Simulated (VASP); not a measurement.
# Zr (P6_3/mmc) in VASP: a series of runs, part 2 of 2

VASP 6.6.1.

**3. Relaxation of cell and atoms, LDA**

This run uses another cell than the first one, of 23.28 Å³/atom.

The input, INCAR:

```
PREC     = Accurate       # precision mode
ENCUT    = 600            # plane-wave cutoff, eV
EDIFF    = 1E-7           # SCF threshold, eV
ISMEAR   = 1              # smearing method
SIGMA    = 0.1            # smearing width, eV
LREAL    = False          # projectors in reciprocal space
LASPH    = True           # aspherical terms in the spheres
NELM     = 60             # most SCF steps
ALGO     = Fast           # electronic algorithm
ISIF     = 3              # what is computed and relaxed
LWAVE    = False          # write WAVECAR
LCHARG   = False          # write CHGCAR
IBRION   = 2              # ionic algorithm
NSW      = 80             # ionic steps
EDIFFG   = -0.01          # ionic threshold
```

The input, KPOINTS:

```
Automatic mesh
0
Gamma
  18 18 10
```

The input, POSCAR:

```
Zr
1.0
    3.2320000000      0.0000000000      0.0000000000
   -1.6160000000      2.7989941050      0.0000000000
    0.0000000000      0.0000000000      5.1470000000
Zr
2
Direct
    0.3333333333      0.6666666667      0.2500000000
    0.6666666667      0.3333333333      0.7500000000
```

Potentials or basis: VASP PAW LDA potentials, release 64 (Zr_sv).

Started as:

```console
$ cat potpaw_LDA.64/Zr_sv/POTCAR > POTCAR
$ mpirun -np 1 vasp_std > vasp.out
```

OUTCAR:

```text
PREC = Accurate
   ENCUT = 600
   EDIFF = 1E-7
   ISMEAR = 1
   LREAL = False
   LASPH = True
   NELM = 60
   ISIF = 3
   IBRION = 2
   NSW = 80
   EDIFFG = -0.01

 ion  position               nearest neighbor table
   1  0.333  0.667  0.250-   2 3.18   2 3.18   2 3.18   2 3.18   2 3.18   2 3.18
   2  0.667  0.333  0.750-   1 3.18   1 3.18   1 3.18   1 3.18   1 3.18   1 3.18

  LATTYP: Found a hexagonal cell.
 ALAT       =     3.2320000000
 C/A-ratio  =     1.5925123762

  Lattice vectors:

 A1 = (   3.2320000000,   0.0000000000,   0.0000000000)
 A2 = (  -1.6160000000,   2.7989941050,   0.0000000000)
 A3 = (   0.0000000000,   0.0000000000,   5.1470000000)

Analysis of symmetry for initial positions (statically):
=====================================================================
 Subroutine PRICEL returns:
 Original cell was already a primitive cell.

 Routine SETGRP: Setting up the symmetry group for a
 hexagonal supercell.

 Subroutine GETGRP returns: Found 24 space group operations
 (whereof 12 operations were pure point group operations)
 out of a pool of 24 trial point group operations.

The static configuration has the point symmetry D_3d.
 The point group associated with its full space group is D_6h.

Analysis of symmetry for dynamics (positions and initial velocities):
=====================================================================
 Subroutine PRICEL returns:
 Original cell was already a primitive cell.

 Routine SETGRP: Setting up the symmetry group for a
 hexagonal supercell.

 Subroutine GETGRP returns: Found 24 space group operations
 (whereof 12 operations were pure point group operations)
 out of a pool of 24 trial point group operations.

The dynamic configuration has the point symmetry D_3d.
 The point group associated with its full space group is D_6h.

 Subroutine INISYM returns: Found 24 space group operations
 (whereof 12 operations are pure point group operations),
 and found     1 'primitive' translations

----------------------------------------------------------------------------------------

                                     Primitive cell

  volume of cell :      46.5616

  direct lattice vectors                    reciprocal lattice vectors
     3.232000000  0.000000000  0.000000000     0.309405941  0.178635603  0.000000000
    -1.616000000  2.798994105  0.000000000     0.000000000  0.357271206  0.000000000
     0.000000000  0.000000000  5.147000000     0.000000000  0.000000000  0.194287935

  length of vectors
     3.232000000  3.232000000  5.147000000     0.357271206  0.357271206  0.194287935

  position of ions in fractional coordinates (direct lattice)
     0.333333333  0.666666667  0.250000000
     0.666666667  0.333333333  0.750000000

  ion indices of the primitive-cell ions
   primitive index   ion index
                 1           1
                 2           2

----------------------------------------------------------------------------------------

 KPOINTS: Automatic mesh

Automatic generation of k-mesh.
 Grid dimensions read from file:
[... 23 lines left out ...]
  0.055556  0.000000  0.000000      6.000000
  0.111111  0.000000  0.000000      6.000000
  0.166667  0.000000  0.000000      6.000000
  0.222222  0.000000  0.000000      6.000000
  0.277778  0.000000  0.000000      6.000000
[... 16 lines left out ...]
  0.333333  0.111111  0.000000     12.000000
  0.388889  0.111111  0.000000     12.000000
 [... further k-points ...]
   k-points           NKPTS =    222   k-points in BZ     NKDIM =    222   number of bands    NBANDS=     16
   number of dos      NEDOS =    301   number of ions     NIONS =      2
   total plane-waves  NPLWV =  32928
   dimension x,y,z NGX =    28 NGY =   28 NGZ =   42
   dimension x,y,z NGXF=    56 NGYF=   56 NGZF=   84
   ions per type =               2
   NGX,Y,Z   is equivalent  to a cutoff of  14.40, 14.40, 13.57 a.u.
   NGXF,Y,Z  is equivalent  to a cutoff of  28.80, 28.80, 27.13 a.u.
 SYSTEM =  unknown system
   PREC   = accura    normal or accurate (medium, high low for compatibility)
   ISTART =      0    job   : 0-new  1-cont  2-samecut
   ICHARG =      2    charge: 1-file 2-atom 10-const
   ISPIN  =      1    spin polarized calculation?
   LNONCOLLINEAR =      F non collinear calculations
   LSORBIT =      F    spin-orbit coupling
   LASPH  =      T    aspherical Exc in radial PAW
   ENCUT  =  600.0 eV  44.10 Ry    6.64 a.u.   6.46  6.46 10.28*2*pi/ulx,y,z
   NELM   =     60;   NELMIN=  2; NELMDL= -5     # of ELM steps
   EDIFF  = 0.1E-06   stopping-criterion for ELM
   LREAL  =      F    real-space projection
   EDIFFG = -.1E-01   stopping-criterion for IOM
   NSW    =     80    number of steps for IOM
   IBRION =      2    ionic relax: 0-MD 1-quasi-New 2-CG
   NFREE  =      1    steps in history (QN), initial steepest desc. (CG)
   ISIF   =      3    stress and relaxation
   ISYM   =      2    0-nonsym 1-usesym 2-fastsym
   POTIM  = 0.5000    time-step for ionic-motion
   TEBEG  =    0.0;   TEEND  =   0.0 temperature during run
   PSTRESS=    0.0 pullay stress
   NELECT =      24.0000    total number of electrons
   NUPDOWN=      -1.0000    fix difference up-down
   EMIN   =  10.00;   EMAX   =-10.00  energy-range for DOS
   EFERMI =   0.00;   METHOD = LEGACY
   ISMEAR =     1;   SIGMA  =   0.10  broadening in eV -4-tet -1-fermi 0-gaus
   EFERMI_NEDOS =   21; number of points for ismear=-14 and -15
   IALGO  =     68    algorithm
   IMIX   =      4    mixing-type and parameters
     AMIX     =   0.40;   BMIX     =  1.00
     AMIX_MAG =   1.60;   BMIX_MAG =  1.00
  volume/ion in A,a.u.               =      23.28       157.11
  Fermi-wavevector in a.u.,A,eV,Ry     =   1.312611  2.480475 23.442130  1.722948
  Thomas-Fermi vector in A             =   2.442991
   LORBIT       =      0    0 simple, 1 ext, 2 COOP (PROOUT), +10 PAW based schemes
   GGA     = CA    functional components
   LHFCALC =     F    Hartree Fock is set to
   AEXX    =    0.0000 exact exchange contribution
   IVDW    =     0    specifies the selected vdW correction
   LEPSILON=     F    determine dielectric tensor
   LRPA    =     F    only Hartree local field effects (RPA)
 conjugate gradient relaxation of ions
 non-spin polarized calculation
 RMM-DIIS sequential band-by-band and
 Methfessel and Paxton  Order N= 1 SIGMA  =   0.10
  energy-cutoff  :      600.00
  volume of cell :       46.56
 maximum number of plane-waves:      1582
 NGX is ok and might be reduce to    28
   NGX = 13   NGY = 13   NGZ = 21

--------------------------------------- Ionic step        1  -------------------------------------------

 number of electron      24.0000000 magnetization

 Free energy of the ion-electron system (eV)
  ---------------------------------------------------
  ext. energy  EPLUGINS =         0.00000000
  ---------------------------------------------------
  free energy    TOTEN  =       -18.52530100 eV

  energy without entropy =      -18.52486145  energy(sigma->0) =      -18.52515448

------------------------ aborting loop because EDIFF is reached ----------------------------------------

  FORCE on cell =-STRESS in cart. coord.  units (eV):
  Direction    XX          YY          ZZ          XY          YZ          ZX
  --------------------------------------------------------------------------------------
  -------------------------------------------------------------------------------------
  Total       -1.7866104     -1.7866104     -1.6868453      0.0000000      0.0000000      0.0000000
  in kB      -61.4770368    -61.4770368    -58.0441350      0.0000000      0.0000000      0.0000000
  external PRESSURE =     -60.3327362 kB  Pullay stress =       0.0000000 kB
[... 23 lines left out ...]
--------------------------------------- Ionic step        2  -------------------------------------------

 number of electron      24.0000000 magnetization

 E-fermi :  10.3422     XC(G=0): -11.8974

 val. band max:       10.3294578595   @ k =   0.3333   0.1667   0.4000
 cond. band min:      10.3443098700   @ k =   0.2222   0.1667   0.5000
 fundamental gap:      0.0148520105
 Fermi energy:        10.3421866230

 k-point     1 :       0.0000    0.0000    0.0000
  band No.  band energies     occupation
      1     -38.0413      2.00000
      2     -37.7753      2.00000
      3     -16.9775      2.00000
      4     -15.6686      2.00000
      5     -15.6686      2.00000
      6     -15.4607      2.00000
[... 590 lines left out ...]
--------------------------------------- Ionic step        6  -------------------------------------------

 number of electron      24.0000000 magnetization

 Free energy of the ion-electron system (eV)
  ---------------------------------------------------
  ext. energy  EPLUGINS =         0.00000000
  ---------------------------------------------------
  free energy    TOTEN  =       -18.58357558 eV

  energy without entropy =      -18.58318017  energy(sigma->0) =      -18.58344378

 E-fermi :   9.5608     XC(G=0): -11.5971

 val. band max:        9.5591931335   @ k =   0.3333   0.1667   0.4000
 cond. band min:       9.5643424802   @ k =   0.3333   0.1667   0.3000
 fundamental gap:      0.0051493467
 Fermi energy:         9.5608102696

 k-point     1 :       0.0000    0.0000    0.0000
  band No.  band energies     occupation
      1     -38.8972      2.00000
      2     -38.6984      2.00000
      3     -17.6867      2.00000
      4     -16.6020      2.00000
      5     -16.6020      2.00000
      6     -16.4546      2.00000
[... 476 lines left out ...]
  FREE ENERGIE OF THE ION-ELECTRON SYSTEM (eV)
  ---------------------------------------------------
  free  energy   TOTEN  =       -18.5835755822 eV

  energy  without entropy=      -18.5831801724  energy(sigma->0) =      -18.58344378

 reached required accuracy - stopping structural energy minimisation
```

It took 33 min on 1 thread of Intel Xeon 8259CL, shared host; peak memory 0.31 GiB.

Results:

- Free energy: -18.5836 eV
- Relaxed volume: 21.80 Å³/atom
- Relaxed cell: a = 3.149 Å, b = 3.149 Å, c = 5.076 Å, α = 90.00°, β = 90.00°, γ = 120.00°
- Space group after relaxing (to 0.1 Å): P6_3/mmc (No. 194)
- Energy gained by relaxing: 29.1 meV/atom
- Ionic steps: 6
- Pressure after relaxing: 0.0 GPa
- Band gap on the k mesh: zero (bands 12 and 13 overlap by 1.21 eV)

Step by step:
```tsv
step	energy change (eV)	largest force (eV/Å)	pressure (GPa)	volume (Å³)
1	0.0000	0.0000	-6.03	46.56
2	0.0042	0.0000	7.53	40.90
3	-0.0574	0.0000	-0.06	43.68
4	-0.0574	0.0000	0.07	43.63
5	-0.0580	0.0000	0.06	43.61
6	-0.0583	0.0000	0.04	43.60
```

Final structure:
```
CELL_PARAMETERS angstrom
3.14925 0.00000 0.00000
-1.57462 2.72733 0.00000
0.00000 0.00000 5.07607
ATOMIC_POSITIONS crystal
Zr 0.33333 0.66667 0.25000
Zr 0.66667 0.33333 0.75000
```

Levels at points of the mesh, in eV from the Fermi level:
| k point | band 10 | band 11 | band 12 | band 13 | band 14 | band 15 |
| --- | --- | --- | --- | --- | --- | --- |
| (0.00, 0.00, 0.00) | -3.23 | 0.84 | 0.84 | 0.88 | 1.41 | 1.57 |
| (0.50, 0.00, 0.00) | -2.61 | -2.38 | 0.02 | 0.54 | 0.77 | 1.49 |
| (0.00, 0.00, 0.50) | -3.99 | -0.03 | -0.03 | 0.76 | 0.76 | 0.76 |
| (0.50, 0.00, 0.50) | -3.09 | -1.25 | -1.25 | 1.94 | 1.94 | 2.34 |

LDA usually gives volumes a few per cent too small. Zero-point motion and thermal expansion aren't in these numbers.
